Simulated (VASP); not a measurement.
# La2O3 (P-3m1) in VASP: notebook, part 2 of 2

VASP 6.6.1. Earlier steps stand in the parts before.

## (3) Relaxation of cell and atoms, PBE

This run uses another cell than the first one, of 16.36 Å³/atom, 0.983 times its volume.

Input file INCAR:

```
ALGO = Normal
EDIFF = 1E-6
EDIFFG = -0.005
ENCUT = 600
GGA = PE
IBRION = 2
ISIF = 3
ISMEAR = 0
LASPH = True
LCHARG = False
LREAL = False
LWAVE = False
NELM = 100
NSW = 100
PREC = Accurate
SIGMA = 0.02
```

Input file KPOINTS:

```
k-points
0
Gamma
  9 9 4
```

Input file POSCAR:

```
La2O3
1.0
    3.9307778780      0.0000000000      0.0000000000
   -1.9653889390      3.4041534990      0.0000000000
    0.0000000000      0.0000000000      6.1119535200
La O
2 3
Direct
    0.6666666700      0.3333333300      0.7537643200
    0.3333333300      0.6666666700      0.2462356800
    0.6666666700      0.3333333300      0.3541093500
    0.3333333300      0.6666666700      0.6458906500
    0.0000000000      0.0000000000      0.0000000000
```

Potentials or basis: VASP PAW PBE potentials, release 64 (La, O).

Run with:

```
$ cat potpaw_PBE.64/La/POTCAR potpaw_PBE.64/O/POTCAR > POTCAR
$ mpirun -np 1 vasp_std > vasp.out
```

OUTCAR:

```text
EDIFF = 1E-6
   EDIFFG = -0.005
   ENCUT = 600
   GGA = PE
   IBRION = 2
   ISIF = 3
   ISMEAR = 0
   LASPH = True
   LREAL = False
   NELM = 100
   NSW = 100
   PREC = Accurate

 ion  position               nearest neighbor table
   1  0.667  0.333  0.754-   4 2.36   4 2.36   4 2.36   3 2.44   5 2.72   5 2.72   5 2.72
   2  0.333  0.667  0.246-   3 2.36   3 2.36   3 2.36   4 2.44   5 2.72   5 2.72   5 2.72
   3  0.667  0.333  0.354-   2 2.36   2 2.36   2 2.36   1 2.44
   4  0.333  0.667  0.646-   1 2.36   1 2.36   1 2.36   2 2.44
   5  0.000  0.000  0.000-   1 2.72   2 2.72   1 2.72   2 2.72   1 2.72   2 2.72

  LATTYP: Found a hexagonal cell.
 ALAT       =     3.9307778780
 C/A-ratio  =     1.5548966921

  Lattice vectors:

 A1 = (   3.9307778780,   0.0000000000,   0.0000000000)
 A2 = (  -1.9653889390,   3.4041534990,   0.0000000000)
 A3 = (   0.0000000000,   0.0000000000,   6.1119535200)

Analysis of symmetry for initial positions (statically):
=====================================================================
 Subroutine PRICEL returns:
 Original cell was already a primitive cell.

 Routine SETGRP: Setting up the symmetry group for a
 hexagonal supercell.

 Subroutine GETGRP returns: Found 12 space group operations
 (whereof 12 operations were pure point group operations)
 out of a pool of 24 trial point group operations.

The static configuration has the point symmetry D_3d.

Analysis of symmetry for dynamics (positions and initial velocities):
=====================================================================
 Subroutine PRICEL returns:
 Original cell was already a primitive cell.

 Routine SETGRP: Setting up the symmetry group for a
 hexagonal supercell.

 Subroutine GETGRP returns: Found 12 space group operations
 (whereof 12 operations were pure point group operations)
 out of a pool of 24 trial point group operations.

The dynamic configuration has the point symmetry D_3d.

 Subroutine INISYM returns: Found 12 space group operations
 (whereof 12 operations are pure point group operations),
 and found     1 'primitive' translations

----------------------------------------------------------------------------------------

                                     Primitive cell

  volume of cell :      81.7839

  direct lattice vectors                    reciprocal lattice vectors
     3.930777878  0.000000000  0.000000000     0.254402571  0.146879393  0.000000000
    -1.965388939  3.404153499  0.000000000     0.000000000  0.293758786  0.000000000
     0.000000000  0.000000000  6.111953520     0.000000000  0.000000000  0.163613810

  length of vectors
     3.930777878  3.930777878  6.111953520     0.293758786  0.293758786  0.163613810

  position of ions in fractional coordinates (direct lattice)
     0.666666670  0.333333330  0.753764320
     0.333333330  0.666666670  0.246235680
     0.666666670  0.333333330  0.354109350
     0.333333330  0.666666670  0.645890650
     0.000000000  0.000000000  0.000000000

  ion indices of the primitive-cell ions
   primitive index   ion index
                 1           1
                 2           2
                 3           3
                 4           4
                 5           5

[... 61 lines left out ...]
 SYSTEM =  unknown system
   PREC   = accura    normal or accurate (medium, high low for compatibility)
   ISTART =      0    job   : 0-new  1-cont  2-samecut
   ICHARG =      2    charge: 1-file 2-atom 10-const
   ISPIN  =      1    spin polarized calculation?
   LNONCOLLINEAR =      F non collinear calculations
   LSORBIT =      F    spin-orbit coupling
   LASPH  =      T    aspherical Exc in radial PAW
   ENCUT  =  600.0 eV  44.10 Ry    6.64 a.u.   7.85  7.85 12.21*2*pi/ulx,y,z
   NELM   =    100;   NELMIN=  2; NELMDL= -5     # of ELM steps
   EDIFF  = 0.1E-05   stopping-criterion for ELM
   LREAL  =      F    real-space projection
   EDIFFG = -.5E-02   stopping-criterion for IOM
   NSW    =    100    number of steps for IOM
   IBRION =      2    ionic relax: 0-MD 1-quasi-New 2-CG
   NFREE  =      1    steps in history (QN), initial steepest desc. (CG)
   ISIF   =      3    stress and relaxation
   ISYM   =      2    0-nonsym 1-usesym 2-fastsym
   POTIM  = 0.5000    time-step for ionic-motion
   TEBEG  =    0.0;   TEEND  =   0.0 temperature during run
   PSTRESS=    0.0 pullay stress
   NELECT =      40.0000    total number of electrons
   NUPDOWN=      -1.0000    fix difference up-down
   EMIN   =  10.00;   EMAX   =-10.00  energy-range for DOS
   EFERMI =   0.00;   METHOD = LEGACY
   ISMEAR =     0;   SIGMA  =   0.02  broadening in eV -4-tet -1-fermi 0-gaus
   EFERMI_NEDOS =   21; number of points for ismear=-14 and -15
   IALGO  =     38    algorithm
   IMIX   =      4    mixing-type and parameters
     AMIX     =   0.40;   BMIX     =  1.00
     AMIX_MAG =   1.60;   BMIX_MAG =  1.00
  volume/ion in A,a.u.               =      16.36       110.38
  Fermi-wavevector in a.u.,A,eV,Ry     =   1.289849  2.437462 22.636161  1.663711
  Thomas-Fermi vector in A             =   2.421717
   LORBIT       =      0    0 simple, 1 ext, 2 COOP (PROOUT), +10 PAW based schemes
   GGA     = PE    functional components
   LHFCALC =     F    Hartree Fock is set to
   AEXX    =    0.0000 exact exchange contribution
   IVDW    =     0    specifies the selected vdW correction
   LEPSILON=     F    determine dielectric tensor
   LRPA    =     F    only Hartree local field effects (RPA)
 conjugate gradient relaxation of ions
 non-spin polarized calculation
 Gauss-broadening in eV      SIGMA  =   0.02
  energy-cutoff  :      600.00
  volume of cell :       81.78
 maximum number of plane-waves:      2752
   NGX = 15   NGY = 15   NGZ = 25

--------------------------------------- Ionic step        1  -------------------------------------------

 number of electron      40.0000000 magnetization

 Free energy of the ion-electron system (eV)
  ---------------------------------------------------
  ext. energy  EPLUGINS =         0.00000000
  ---------------------------------------------------
  free energy    TOTEN  =       -41.82526389 eV

  energy without entropy =      -41.82526389  energy(sigma->0) =      -41.82526389

------------------------ aborting loop because EDIFF is reached ----------------------------------------

  FORCE on cell =-STRESS in cart. coord.  units (eV):
  Direction    XX          YY          ZZ          XY          YZ          ZX
  --------------------------------------------------------------------------------------
  -------------------------------------------------------------------------------------
  Total        0.6897475      0.6897475      0.8592589      0.0000000      0.0000000      0.0000000
  in kB       13.5124163     13.5124163     16.8332109      0.0000000      0.0000000      0.0000000
  external PRESSURE =      14.6193478 kB  Pullay stress =       0.0000000 kB
[... 98 lines left out ...]
  FREE ENERGIE OF THE ION-ELECTRON SYSTEM (eV)
  ---------------------------------------------------
  free  energy   TOTEN  =       -41.8295898745 eV

  energy  without entropy=      -41.8295898745  energy(sigma->0) =      -41.82958987

[... ionic steps 4 to 9 ...]

--------------------------------------- Ionic step       10  -------------------------------------------

 number of electron      39.9999999 magnetization

------------------------ aborting loop because EDIFF is reached ----------------------------------------
[... 73 lines left out ...]
--------------------------------------- Ionic step       12  -------------------------------------------

 number of electron      40.0000000 magnetization

 Free energy of the ion-electron system (eV)
  ---------------------------------------------------
  ext. energy  EPLUGINS =         0.00000000
  ---------------------------------------------------
  free energy    TOTEN  =       -41.83095235 eV

  energy without entropy =      -41.83095235  energy(sigma->0) =      -41.83095235

 E-fermi :   6.0015     XC(G=0): -10.4018

 val. band max:        5.8225790677   @ k =   0.4444   0.0000   0.5000
 cond. band min:       9.7014948687   @ k =   0.3333   0.3333   0.0000
 fundamental gap:      3.8789158010
 Fermi energy:         6.0015203107

 k-point     1 :       0.0000    0.0000    0.0000
  band No.  band energies     occupation
      1     -24.0155      2.00000
      2     -23.7929      2.00000
      3     -11.0564      2.00000
      4      -9.8258      2.00000
      5      -9.3642      2.00000
      6      -7.4783      2.00000
[... 637 lines left out ...]
     23      10.7836      0.00000
     24      10.9528      0.00000

 [... further k-points ...]
[... 5 lines left out ...]
  --------------------------------------------------------------------------------------
  -------------------------------------------------------------------------------------
  Total       -0.0012846     -0.0012846      0.0017484      0.0000000      0.0000000      0.0000000
  in kB       -0.0248173     -0.0248173      0.0337784      0.0000000      0.0000000      0.0000000
  external PRESSURE =      -0.0052854 kB  Pullay stress =       0.0000000 kB
[... 20 lines left out ...]
  FREE ENERGIE OF THE ION-ELECTRON SYSTEM (eV)
  ---------------------------------------------------
  free  energy   TOTEN  =       -41.8309523534 eV

  energy  without entropy=      -41.8309523534  energy(sigma->0) =      -41.83095235

 reached required accuracy - stopping structural energy minimisation
```

OSZICAR:

```text
N       E                     dE             d eps       ncg     rms          rms(c)
DAV:   1     0.494314643528E+03    0.49431E+03   -0.17347E+04  2088   0.287E+03
DAV:   2     0.105992261394E+03   -0.38832E+03   -0.38255E+03  2984   0.418E+02
DAV:   3    -0.257887607423E+02   -0.13178E+03   -0.13013E+03  3816   0.232E+02
[... 96 lines left out ...]
       N       E                     dE             d eps       ncg     rms          rms(c)
DAV:   1    -0.418309357476E+02    0.10337E-04   -0.10132E-02  2536   0.765E-01    0.463E-02
DAV:   2    -0.418309604547E+02   -0.24707E-04   -0.80664E-04  3424   0.297E-01    0.182E-02
DAV:   3    -0.418309534916E+02    0.69630E-05   -0.41482E-05  3768   0.694E-02    0.843E-03
DAV:   4    -0.418309520634E+02    0.14282E-05   -0.14856E-05  3216   0.402E-02    0.342E-03
DAV:   5    -0.418309523534E+02   -0.29000E-06   -0.15137E-06  1744   0.135E-02
  12 F= -.41830952E+02 E0= -.41830952E+02  d E =-.686058E-05
```

CONTCAR:

```text
La2O3
   1.00000000000000
     3.9366409806570974    0.0000000000000000    0.0000000000000000
    -1.9683204903285487    3.4092310948461226    0.0000000000000000
     0.0000000000000000   -0.0000000000000000    6.1791828689240287
  La              O
     2     3
Direct
     0.6666666699999979    0.3333333300000021    0.7526735001055723
     0.3333333300000021    0.6666666699999979    0.2473264998944275
     0.6666666699999979    0.3333333300000021    0.3546803553117970
     0.3333333300000021    0.6666666699999979    0.6453196446882030
     0.0000000000000000    0.0000000000000000    0.0000000000000000

  0.00000000E+00  0.00000000E+00  0.00000000E+00
  0.00000000E+00  0.00000000E+00  0.00000000E+00
  0.00000000E+00  0.00000000E+00  0.00000000E+00
  0.00000000E+00  0.00000000E+00  0.00000000E+00
  0.00000000E+00  0.00000000E+00  0.00000000E+00
```

Run time: 19 min. Hardware: 1 thread of AMD EPYC 7R43 (Zen 3), shared host; peak memory 0.25 GiB.

Results:

| Property | Result |
| --- | --- |
| Free energy | -41.8310 eV |
| Relaxed volume | 16.59 Å³/atom |
| Relaxed cell | a = 3.937 Å, b = 3.937 Å, c = 6.179 Å, α = 90.00°, β = 90.00°, γ = 120.00° |
| Space group after relaxing (to 0.05 Å) | P-3m1 (No. 164) |
| Energy gained by relaxing | 1.1 meV/atom |
| Ionic steps | 12 |
| Pressure after relaxing | 0.0 GPa |
| Largest force after relaxing | 0.004 eV/Å |
| Band gap on the k mesh | 3.88 eV, indirect (least direct gap 3.98 eV) |

Forces in eV/Å, atoms in the order of the input:
```
La   0.000  0.000  0.004
La   0.000  0.000 -0.004
O    0.000  0.000 -0.002
O    0.000  0.000  0.002
O    0.000  0.000  0.000
```

Step by step:
```tsv
step	energy change (eV)	largest force (eV/Å)	pressure (GPa)	volume (Å³)
1	0.0000	0.0121	1.46	81.78
2	-0.0011	0.1557	-1.29	83.56
3	-0.0043	0.0846	-0.04	82.73
4	-0.0052	0.0156	-0.03	82.83
5	-0.0054	0.0257	-0.03	82.88
6	-0.0054	0.0296	-0.01	82.90
7	-0.0056	0.0231	0.00	82.90
8	-0.0056	0.0183	0.03	82.90
9	-0.0056	0.0154	0.02	82.90
10	-0.0057	0.0100	-0.02	82.93
11	-0.0057	0.0094	-0.06	82.97
12	-0.0057	0.0038	0.00	82.93
```

Final structure:
```yaml
crystal:
  lattice:
    - [3.93664, 0.00000, 0.00000]
    - [-1.96832, 3.40923, 0.00000]
    - [0.00000, 0.00000, 6.17918]
  atoms:
    - { symbol: La, position: [0.66667, 0.33333, 0.75267] }
    - { symbol: La, position: [0.33333, 0.66667, 0.24733] }
    - { symbol: O, position: [0.66667, 0.33333, 0.35468] }
    - { symbol: O, position: [0.33333, 0.66667, 0.64532] }
    - { symbol: O, position: [0.00000, 0.00000, 0.00000] }
```

Caveat: spin-orbit coupling is left out, which moves the levels of the heavy elements.
